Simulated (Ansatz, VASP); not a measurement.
# NaWF2: VASP beside Ansatz

```xyz
4
Lattice="3.5870 0.0000 0.0000 -1.7935 3.1064 0.0000 0.0000 0.0000 6.1636" Properties=species:S:1:pos:R:3 pbc="T T T"
Na    0.0000    0.0000    3.0818
W     0.0000    0.0000    0.0000
F     0.0000    2.0710    0.0000
F     1.7935    1.0355    0.0000
```

Alike in both runs: task single point; functional PBE; k mesh 6 × 6 × 4; occupations gaussian, width 0.1 eV; no spin polarisation.

|  | VASP | Ansatz |
| --- | --- | --- |
| version | VASP 6.6.1 | Ansatz 0.2.0 |
| potentials or method | VASP PAW PBE potentials, release 64 (Na_pv, W_sv, F), cutoff 520 eV | scalar-relativistic, plane waves, PAW |
| valence electrons in the cell | 35 | 37 |

|  | VASP | Ansatz | Ansatz less VASP |
| --- | --- | --- | --- |
| gap on the k mesh at the Fermi level (eV) | none | none | - |
| pressure (GPa) | 16.1 | 15.3 | -0.78 |
| traceless stress, the component that is largest in VASP (GPa) | -14.03 | -13.04 | +0.991 |

A gap of «none» marks a metal or a gap that the smearing closes. VASP's potentials hold 35 valence electrons a cell and Ansatz's 37, so a difference there can come from the potentials and not from the codes.

Spin-orbit coupling is off throughout.
